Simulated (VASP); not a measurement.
Write the native input for VASP 6.6.1 that does the following.

```yaml
Task: single point
Functional: PBE
Potentials_or_basis: VASP PAW PBE potentials, release 64 (Ta_pv)
Cutoff: 520 eV
k_mesh: 18 × 18 × 18
Occupations: gaussian, width 0.15 eV
Spin: no spin polarisation
Dipole_correction: no
Further_INCAR_settings: ALGO = Fast; EDIFF = 1e-07; NBANDS = 12
```

The structure of Ta lies in POSCAR:

```
Ta
1.0
   -1.5225761745      1.6594835689      1.5972529351
    1.5225761745     -1.6594835689      1.5972529351
    1.5225761745      1.6594835689     -1.5972529351
Ta
1
Direct
    0.0000000000      0.0000000000      0.0000000000
```

This cell differs from its parent crystal: normal strain along x -0.0825, normal strain along z -0.0375.

These files were run (other wordings do the same):

INCAR

```
SYSTEM = Ta
PREC = Accurate
ENCUT = 520
EDIFF = 1E-7
ISMEAR = 0
SIGMA = 0.15
LREAL = .FALSE.
LASPH = .TRUE.
NELM = 100
ALGO = Fast
ISIF = 2
LWAVE = .FALSE.
LCHARG = .FALSE.
GGA = PE
NBANDS = 12
```

KPOINTS

```
regular mesh
0
G
  18 18 18
  0 0 0
```

Potentials or basis: VASP PAW PBE potentials, release 64 (Ta_pv).

The run is started by

```bash
$ cat potpaw_PBE.64/Ta_pv/POTCAR > POTCAR
$ mpirun -np 1 vasp_std > vasp.out
```

Results of the run:

```json
{
 "Pressure": "31.6 GPa"
}
```

Caveat: the cell differs from its parent crystal (normal strain along x -0.0825, normal strain along z -0.0375).

Wall time 110 s on 1 thread of Intel Xeon 6975P-C, on a shared host, peak memory 0.28 GiB.
